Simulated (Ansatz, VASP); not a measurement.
One calculation of Cr, two programs

Contents of POSCAR:

```
Cr
1.0
   -1.4686980986      1.4686980986      1.4686980986
    1.4686980986     -1.4686980986      1.4686980986
    1.4686980986      1.4686980986     -1.4686980986
Cr
1
Direct
    0.0000000000      0.0000000000      0.0000000000
```

File INCAR.step1:

```
SYSTEM = Cr
PREC = Accurate
ENCUT = 600
ISMEAR = 0
SIGMA = 0.1
LREAL = .FALSE.
LASPH = .TRUE.
NELM = 100
GGA = PE
ALGO = Normal
EDIFF = 1E-4
LWAVE = .TRUE.
LCHARG = .FALSE.
```

INCAR.step2

```
SYSTEM = Cr
PREC = Accurate
ENCUT = 600
EDIFF = 1E-6
ISMEAR = 0
SIGMA = 0.1
LREAL = .FALSE.
LASPH = .TRUE.
NELM = 100
ALGO = Normal
ISIF = 3
LWAVE = .FALSE.
LCHARG = .FALSE.
METAGGA = R2SCAN
LMIXTAU = .TRUE.
IBRION = 2
NSW = 80
EDIFFG = -0.05
ISTART = 1
```

KPOINTS

```
regular mesh
0
G
  10 10 10
  0 0 0
```

Input for Ansatz:

```yaml
crystal:
  lattice:
    - [-1.4686980986, 1.4686980986, 1.4686980986]
    - [1.4686980986, -1.4686980986, 1.4686980986]
    - [1.4686980986, 1.4686980986, -1.4686980986]
  atoms:
    - { symbol: Cr, position: [0.0, 0.0, 0.0] }
basis:
  ecutwfc: 500
kpoints:
  mp_grid: { grid: [10, 10, 10] }
hamiltonian:
  xc: r2scan
scf:
  occupations: { method: gaussian, width: 0.1 }
output:
  forces: true
  stress: true
  eigenvalues: true
relax:
  adjacent_minimum: "off"
  f_tol: 0.05
  max_steps: 60
  cell: { stress_tol: 0.5 }
```

Alike in both runs: task relaxation of cell and atoms; functional r2SCAN; k mesh 10 × 10 × 10; occupations gaussian, width 0.1 eV; no spin polarisation.

|  | VASP | Ansatz |
| --- | --- | --- |
| version | VASP 6.6.1 | Ansatz 0.2.0 |
| potentials or method | VASP PAW PBE potentials, release 64 (Cr_pv), cutoff 600 eV | scalar-relativistic, plane waves, PAW |
| valence electrons in the cell | 12 | 14 |

```csv
,VASP,Ansatz,Ansatz less VASP
"gap on the k mesh at the Fermi level, each at its own relaxed structure (eV)",none,none,-
relaxed volume (Å³/atom),11.38,11.36,-0.021
relaxed cell length with the largest relative difference (Å),2.455,2.453,-0.0015
```

VASP's potentials were made for PBE, not for r2SCAN. A gap of «none» marks a metal or a gap that the smearing closes. VASP's potentials hold 12 valence electrons a cell and Ansatz's 14, so a difference there can come from the potentials and not from the codes.
